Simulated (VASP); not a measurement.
# Cr (P6_3/mmc) in VASP: further runs

The runs below take Cr through single point, relaxation of cell and atoms, with PBEsol.

All numbers are computed with VASP 6.6.1; they aren't measurements. Logs are shortened: lines on timing, memory, paths and dates and some standing lists are left out, and cuts for length are marked.

## (1) The cell of the first run

The structure is hexagonal, space group P6_3/mmc (No. 194). The conventional cell has a = 2.489 Å, b = 2.489 Å, c = 4.452 Å, α = 90.00°, β = 90.00°, γ = 120.00°. Within 3.3 Å of Cr (site symmetry -6m2) lie 12 Cr at 2.49 to 2.65 Å.

This isn't the form of Cr at room conditions, which is bcc.

## (2) Single point, PBEsol, collinear spin, ferromagnetic start (11.95 Å³/atom)

The input, INCAR:

```
PREC = Accurate
ENCUT = 520
EDIFF = 1E-7
ISMEAR = -1
SIGMA = 0.05
LREAL = F
LASPH = T
NELM = 150
ALGO = Normal
ISIF = 2
LWAVE = F
LCHARG = F
ISPIN = 2
MAGMOM = 1.5 1.5
LORBIT = 11
LMAXMIX = 4
GGA = PS
NBANDS = 23
```

The input, KPOINTS:

```
regular mesh
0
Gamma
  16 16 8
```

The input, POSCAR:

```
Cr
1.0
    2.4892134751      0.0000000000      0.0000000000
   -1.2446067376      2.1557221049      0.0000000000
    0.0000000000      0.0000000000      4.4521608662
Cr
2
Direct
    0.3333333333      0.6666666667      0.2500000000
    0.6666666667      0.3333333333      0.7500000000
```

Potentials or basis: VASP PAW PBE potentials, release 64 (Cr_pv).

Launch:

```sh
$ cat potpaw_PBE.64/Cr_pv/POTCAR > POTCAR
$ mpirun -np 1 vasp_std > vasp.out
```

OUTCAR:

```text
PREC = Accurate
   ENCUT = 520
   EDIFF = 1E-7
   ISMEAR = -1
   LREAL = F
   LASPH = T
   NELM = 150
   ISIF = 2
   ISPIN = 2
   LORBIT = 11
   GGA = PS

 ion  position               nearest neighbor table
   1  0.333  0.667  0.250-   2 2.65   2 2.65   2 2.65   2 2.65   2 2.65   2 2.65
   2  0.667  0.333  0.750-   1 2.65   1 2.65   1 2.65   1 2.65   1 2.65   1 2.65

  LATTYP: Found a hexagonal cell.
 ALAT       =     2.4892134751
 C/A-ratio  =     1.7885813775

  Lattice vectors:

 A1 = (   2.4892134751,   0.0000000000,   0.0000000000)
 A2 = (  -1.2446067376,   2.1557221049,   0.0000000000)
 A3 = (   0.0000000000,   0.0000000000,   4.4521608662)

Analysis of symmetry for initial positions (statically):
=====================================================================
 Subroutine PRICEL returns:
 Original cell was already a primitive cell.

 Routine SETGRP: Setting up the symmetry group for a
 hexagonal supercell.

 Subroutine GETGRP returns: Found 24 space group operations
 (whereof 12 operations were pure point group operations)
 out of a pool of 24 trial point group operations.

The static configuration has the point symmetry D_3d.
 The point group associated with its full space group is D_6h.

Analysis of symmetry for dynamics (positions and initial velocities):
=====================================================================
 Subroutine PRICEL returns:
 Original cell was already a primitive cell.

 Routine SETGRP: Setting up the symmetry group for a
 hexagonal supercell.

 Subroutine GETGRP returns: Found 24 space group operations
 (whereof 12 operations were pure point group operations)
 out of a pool of 24 trial point group operations.

The dynamic configuration has the point symmetry D_3d.
 The point group associated with its full space group is D_6h.

Analysis of structural, dynamic, and magnetic symmetry:
=====================================================================
 Subroutine PRICEL returns:
 Original cell was already a primitive cell.

 Routine SETGRP: Setting up the symmetry group for a
 hexagonal supercell.

 Subroutine GETGRP returns: Found 24 space group operations
 (whereof 12 operations were pure point group operations)
 out of a pool of 24 trial point group operations.

The overall configuration has the point symmetry D_3d.
 The point group associated with its full space group is D_6h.

 Subroutine INISYM returns: Found 24 space group operations
 (whereof 12 operations are pure point group operations),
 and found     1 'primitive' translations

[... 110 lines left out ...]
   EFERMI_NEDOS =   21; number of points for ismear=-14 and -15
   IALGO  =     38    algorithm
   IMIX   =      4    mixing-type and parameters
     AMIX     =   0.40;   BMIX     =  1.00
     AMIX_MAG =   1.60;   BMIX_MAG =  1.00
  volume/ion in A,a.u.               =      11.95        80.61
  Fermi-wavevector in a.u.,A,eV,Ry     =   1.639595  3.098386 36.576170  2.688273
  Thomas-Fermi vector in A             =   2.730375
   LORBIT       =     11    0 simple, 1 ext, 2 COOP (PROOUT), +10 PAW based schemes
   GGA     = PS    functional components
   LHFCALC =     F    Hartree Fock is set to
   AEXX    =    0.0000 exact exchange contribution
   IVDW    =     0    specifies the selected vdW correction
   LEPSILON=     F    determine dielectric tensor
   LRPA    =     F    only Hartree local field effects (RPA)
 spin polarized calculation
  energy-cutoff  :      520.00
  volume of cell :       23.89
 maximum number of plane-waves:       665
 NGX is ok and might be reduce to    20
   NGX =  9   NGY =  9   NGZ = 17

 number of electron      24.0000018 magnetization       0.0002599

 Free energy of the ion-electron system (eV)
  ---------------------------------------------------
  ext. energy  EPLUGINS =         0.00000000
  ---------------------------------------------------
  free energy    TOTEN  =       -19.62768210 eV

  energy without entropy =      -19.59948163  energy(sigma->0) =      -19.61358187

 E-fermi :  10.1811     XC(G=0): -13.6163

 val. band max:       10.1781186098   @ k =   0.3125   0.0000   0.3750
 cond. band min:      10.1821739729   @ k =   0.4375   0.0625   0.3750
 fundamental gap:      0.0040553630
 Fermi energy:        10.1810875830

 spin component 1

 k-point     1 :       0.0000    0.0000    0.0000
  band No.  band energies     occupation
      1     -32.9266      1.00000
      2     -32.2592      1.00000
      3     -32.0989      1.00000
      4     -32.0989      1.00000
      5     -32.0351      1.00000
      6     -32.0351      1.00000
[... 613 lines left out ...]
     22      22.2712      0.00000
     23      23.5651      0.00000

 [... further k-points ...]

 spin component 2

 k-point     1 :       0.0000    0.0000    0.0000
  band No.  band energies     occupation
      1     -32.9265      1.00000
      2     -32.2591      1.00000
      3     -32.0988      1.00000
      4     -32.0988      1.00000
      5     -32.0349      1.00000
      6     -32.0349      1.00000
[... 613 lines left out ...]
     22      22.2713      0.00000
     23      23.5652      0.00000

 [... further k-points ...]
[... 5 lines left out ...]
  --------------------------------------------------------------------------------------
  -------------------------------------------------------------------------------------
  Total       -1.4980096     -1.4980096     -1.3609910      0.0000000      0.0000000      0.0000000
  in kB     -100.4614430   -100.4614431    -91.2725256      0.0000000      0.0000000      0.0000000
  external PRESSURE =     -97.3984706 kB  Pullay stress =       0.0000000 kB

 VOLUME and BASIS-vectors are now :
 -----------------------------------------------------------------------------
  energy-cutoff  :      520.00
  volume of cell :       23.89
      direct lattice vectors                 reciprocal lattice vectors
     2.489213475  0.000000000  0.000000000     0.401733323  0.231940842  0.000000000
    -1.244606738  2.155722105  0.000000000     0.000000000  0.463881684  0.000000000
     0.000000000  0.000000000  4.452160866     0.000000000  0.000000000  0.224610033

 POSITION                                       TOTAL-FORCE (eV/Angst)
 -----------------------------------------------------------------------------------
     -0.00000      1.43715      1.11304         0.000000     -0.000000      0.000000
      1.24461      0.71857      3.33912        -0.000000      0.000000      0.000000
 -----------------------------------------------------------------------------------
    total drift:                               -0.000000      0.000000     -0.000000

  FREE ENERGIE OF THE ION-ELECTRON SYSTEM (eV)
  ---------------------------------------------------
  free  energy   TOTEN  =       -19.6276821042 eV

  energy  without entropy=      -19.5994816312  energy(sigma->0) =      -19.61358187

 total charge

# of ion       s       p       d       tot
------------------------------------------
    1        0.431   6.373   4.208  11.012
    2        0.431   6.373   4.208  11.012
--------------------------------------------------
tot          0.862  12.745   8.417  22.024

 magnetization (x)

# of ion       s       p       d       tot
------------------------------------------
    1        0.000   0.000   0.000   0.000
    2        0.000   0.000   0.000   0.000
--------------------------------------------------
tot          0.000   0.000   0.000   0.000
```

OSZICAR:

```text
N       E                     dE             d eps       ncg     rms          rms(c)
DAV:   1     0.239607161396E+03    0.23961E+03   -0.13555E+04 13903   0.128E+03
DAV:   2    -0.146897642843E+02   -0.25430E+03   -0.24541E+03 14073   0.379E+02
DAV:   3    -0.225592871775E+02   -0.78695E+01   -0.78119E+01 17587   0.782E+01
DAV:   4    -0.226275611126E+02   -0.68274E-01   -0.68177E-01 14484   0.745E+00
DAV:   5    -0.226284236312E+02   -0.86252E-03   -0.86245E-03 14612   0.790E-01    0.199E+01
DAV:   6    -0.195911847892E+02    0.30372E+01   -0.11341E+01 15620   0.380E+01    0.412E+00
DAV:   7    -0.196394124232E+02   -0.48228E-01   -0.32150E-01 14724   0.517E+00    0.242E+00
DAV:   8    -0.196342786044E+02    0.51338E-02   -0.47179E-03 15620   0.668E-01    0.110E+00
DAV:   9    -0.196273800786E+02    0.68985E-02   -0.46358E-03 15179   0.622E-01    0.223E-01
DAV:  10    -0.196276260425E+02   -0.24596E-03   -0.12404E-03 14829   0.314E-01    0.799E-02
DAV:  11    -0.196276763698E+02   -0.50327E-04   -0.40704E-05 15270   0.661E-02    0.255E-02
DAV:  12    -0.196276839765E+02   -0.76068E-05   -0.40712E-06 15711   0.197E-02    0.113E-02
DAV:  13    -0.196276828861E+02    0.10904E-05   -0.12974E-06 15249   0.807E-03    0.581E-03
DAV:  14    -0.196276819303E+02    0.95583E-06   -0.27884E-07 12345   0.465E-03    0.149E-03
DAV:  15    -0.196276820531E+02   -0.12287E-06   -0.39938E-08  7285   0.191E-03    0.729E-04
DAV:  16    -0.196276821042E+02   -0.51074E-07   -0.39880E-09  7117   0.478E-04
   1 F= -.19627682E+02 E0= -.19613582E+02  d E =-.282005E-01  mag=     0.0000
```

stdout:

```text
POSCAR found type information on POSCAR Cr
 POSCAR found :  1 types and       2 ions
 scaLAPACK will be used
 -----------------------------------------------------------------------------
|                                                                             |
|                                                                             |
|     You enforced a specific xc type in the INCAR file but a different       |
|     I HOPE YOU KNOW WHAT YOU ARE DOING!                                     |
|                                                                             |
 -----------------------------------------------------------------------------

 LDA part: xc-table for (Slater+PW92), standard interpolation
 POSCAR, INCAR and KPOINTS ok, starting setup
 FFT: planning ... GRIDC
 FFT: planning ... GRID_SOFT
 FFT: planning ... GRID
 WAVECAR not read
 entering main loop
```

It took 2 min on 1 thread of Intel Xeon Platinum 8488C (Sapphire Rapids), shared host; peak memory 0.24 GiB.

What came out:

```yaml
Free_energy: -19.6277 eV
Pressure: -9.7 GPa
Band_gap_on_the_k_mesh: zero (filled and empty bands overlap)
Net_moment: 0.00 μB per cell
Valence_electrons_inside_the_program's_atomic_spheres: Cr 11.01
```

Caveat: the cell stands under tension; an empty level that is flat over the whole mesh can mark a ghost state of the potentials, or a narrow d or f band; the PAW data sets were made with another functional, which shifts forces and pressure a little.

## (3) Single point, PBEsol, collinear spin, ferromagnetic start (12.40 Å³/atom)

This run uses another cell than the first one, of 12.40 Å³/atom.

The input, INCAR:

```
SYSTEM = Cr
PREC     = Accurate       ! precision mode
ENCUT    = 520            ! plane-wave cutoff, eV
EDIFF    = 1E-6           ! SCF threshold, eV
ISMEAR   = -1             ! smearing method
SIGMA    = 0.05           ! smearing width, eV
LREAL    = .False.        ! projectors in reciprocal space
LASPH    = .True.         ! aspherical terms in the spheres
NELM     = 150            ! most SCF steps
ALGO     = Normal         ! electronic algorithm
ISIF     = 2              ! what is computed and relaxed
LWAVE    = .False.        ! write WAVECAR
LCHARG   = .False.        ! write CHGCAR
ISPIN    = 2              ! spin polarisation
MAGMOM   = 1.5 1.5        ! initial moments
LORBIT   = 11             ! projections on sites
LMAXMIX  = 4              ! l up to which the mixer works
GGA      = PS             ! functional
NBANDS   = 23             ! bands
```

The input, KPOINTS:

```
Automatic mesh
0
Gamma
  16 16 8
  0 0 0
```

The input, POSCAR:

```
Cr
1.0
    2.5207258518      0.0000000000      0.0000000000
   -1.2603629259      2.1830126236      0.0000000000
    0.0000000000      0.0000000000      4.5085233162
Cr
2
Direct
    0.3333333333      0.6666666667      0.2500000000
    0.6666666667      0.3333333333      0.7500000000
```

Potentials or basis: VASP PAW PBE potentials, release 64 (Cr_pv).

Launch:

```sh
$ cat potpaw_PBE.64/Cr_pv/POTCAR > POTCAR
$ mpirun -np 1 vasp_std > vasp.out
```

It took 1.7 min on 1 thread of Intel Xeon Platinum 8488C (Sapphire Rapids), shared host; peak memory 0.24 GiB.

Results (log left out):

| Property | Result |
| --- | --- |
| Free energy | -19.5499 eV |
| Pressure | -17.2 GPa |
| Band gap on the k mesh | zero (filled and empty bands overlap) |
| Net moment | 0.00 μB per cell |
| Valence electrons inside the program's atomic spheres | Cr 10.94 |

Stress tensor (GPa, compression positive):
```
-17.88   0.00   0.00
  0.00 -17.88   0.00
  0.00   0.00 -15.99
```

Levels at points of the mesh, in eV from the Fermi level:
Spin up:
| k point | band 9 | band 10 | band 11 | band 12 | band 13 | band 14 | band 15 | band 16 |
| --- | --- | --- | --- | --- | --- | --- | --- | --- |
| (0.00, 0.00, 0.00) | -1.12 | -0.32 | -0.32 | -0.27 | 0.00 | 0.00 | 1.01 | 1.01 |
| (0.50, 0.00, 0.00) | -3.20 | -0.89 | -0.59 | -0.26 | -0.14 | 2.16 | 2.68 | 2.80 |
| (0.00, 0.00, 0.50) | -1.51 | -1.51 | -0.29 | -0.29 | -0.29 | -0.29 | 1.69 | 1.69 |
| (0.50, 0.00, 0.50) | -2.32 | -2.32 | 0.89 | 0.89 | 1.22 | 1.22 | 2.75 | 2.75 |
Spin down:
```
           k point  band 8  band 9  band 10  band 11  band 12  band 13  band 14  band 15  band 16  band 17
(0.00, 0.00, 0.00)   -3.91   -1.12    -0.32    -0.32    -0.27     0.00     0.00     1.01     1.01     2.06
(0.50, 0.00, 0.00)   -3.32   -3.20    -0.89    -0.59    -0.26    -0.14     2.16     2.68     2.80     3.89
(0.00, 0.00, 0.50)   -5.55   -1.51    -1.51    -0.29    -0.29    -0.29    -0.29     1.69     1.69     1.69
(0.50, 0.00, 0.50)   -3.73   -2.32    -2.32     0.89     0.89     1.22     1.22     2.75     2.75     3.27
```

Caveat: the cell stands under tension; an empty level that is flat over the whole mesh can mark a ghost state of the potentials, or a narrow d or f band; the PAW data sets were made with another functional, which shifts forces and pressure a little.

[end of part 1 of 2]
